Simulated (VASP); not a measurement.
**Ru16N: single point with PBE**

Ru16N, a slab with vacuum:

```
CELL_PARAMETERS angstrom
5.44005 0.00000 0.00000
-2.72003 4.71122 0.00000
0.00000 0.00000 21.86592
ATOMIC_POSITIONS crystal
Ru 0.33333 0.16667 0.18293
Ru 0.33333 0.66667 0.18293
Ru 0.83333 0.16667 0.18293
Ru 0.83333 0.66667 0.18293
Ru 0.16667 0.33333 0.28119
Ru 0.16667 0.83333 0.28119
Ru 0.66667 0.33333 0.28119
Ru 0.66667 0.83333 0.28119
Ru 0.33333 0.16667 0.37908
Ru 0.33333 0.66667 0.37908
Ru 0.83333 0.16667 0.37908
Ru 0.83333 0.66667 0.37908
Ru 0.16667 0.33333 0.47407
Ru 0.16667 0.83333 0.47407
Ru 0.66667 0.33333 0.47407
Ru 0.66667 0.83333 0.47407
N 0.25000 0.50000 0.54358
```

```json
{
  "Program": "VASP 6.6.1",
  "Task": "single point",
  "Functional": "PBE",
  "Potentials or basis": "VASP PAW PBE potentials, release 64 (Ru_pv, N)",
  "Cutoff": "520 eV",
  "k mesh": "6 × 6 × 1",
  "Occupations": "gaussian, width 0.1 eV",
  "Spin": "no spin polarisation"
}
```

| Quantity | Value |
| --- | --- |
| Largest force | 1.569 eV/Å |
| Band gap on the k mesh | zero (an odd number of electrons rules out a gap without spin polarisation) |

Forces on the atoms (eV/Å):
```
Ru   0.024 -0.002  0.561
Ru   0.000  0.011  0.567
Ru  -0.024 -0.002  0.561
Ru   0.000 -0.131  0.805
Ru   0.000 -0.041 -0.478
Ru  -0.092  0.002 -0.539
Ru   0.000  0.169 -0.882
Ru   0.092  0.002 -0.539
Ru   0.255 -0.154 -0.478
Ru   0.000  0.176 -0.586
Ru  -0.255 -0.154 -0.478
Ru   0.000 -0.113 -0.199
Ru   0.000 -1.274  0.916
Ru   0.003  0.064  0.460
Ru   0.000  0.037 -0.268
Ru  -0.003  0.064  0.460
N    0.000  1.346  0.116
```

Levels at points of the mesh, in eV from the Fermi level:
```
           k point  band 111  band 112  band 113  band 114  band 115  band 116  band 117  band 118  band 119  band 120
(0.00, 0.00, 0.00)      0.33      0.42      0.66      0.84      0.92      0.98      1.10      1.11      1.15      1.24
(0.50, 0.00, 0.00)     -0.64     -0.62     -0.60     -0.55     -0.31     -0.24     -0.13     -0.05      0.06      0.11
(0.00, 0.50, 0.00)     -0.68     -0.60     -0.60     -0.50     -0.33     -0.17     -0.08     -0.03      0.10      0.10
```

It took 75 min on 1 thread of Oxide Virtual Turin-like Processor (shared host), peak memory 0.94 GiB.
